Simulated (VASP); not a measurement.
Be, 13 atoms in the cell. The cell holds a slab with vacuum, 13 atoms: a = 4.580 Å, b = 4.580 Å, c = 14.588 Å, α = 90.00°, β = 90.00°, γ = 60.00°. 

| Item | Value |
| --- | --- |
| Program | VASP 6.6.1 |
| Task | single point |
| Functional | PBE |
| Potentials or basis | VASP PAW PBE potentials, release 64 (Be) |
| Cutoff | 520 eV |
| k mesh | 4 × 4 × 1 |
| Occupations | gaussian, width 0.15 eV |
| Spin | no spin polarisation |
| Dipole correction | no |
| Further INCAR settings | ALGO = Normal; EDIFF = 1e-06; NBANDS = 25 |

Potentials or basis: VASP PAW PBE potentials, release 64 (Be).

Command:

```sh
$ cat potpaw_PBE.64/Be/POTCAR > POTCAR
$ mpirun -np 1 vasp_std > vasp.out
```

Hardware: 1 thread of Intel(R) Xeon(R) Platinum 8559C (Emerald Rapids) (shared host).

Q: How long does it take, and how much memory?

A: It took 57 s on 1 thread of Intel(R) Xeon(R) Platinum 8559C (Emerald Rapids), with other jobs on the host, peak memory 0.36 GiB. Counts: scf iterations 20, k points 10.
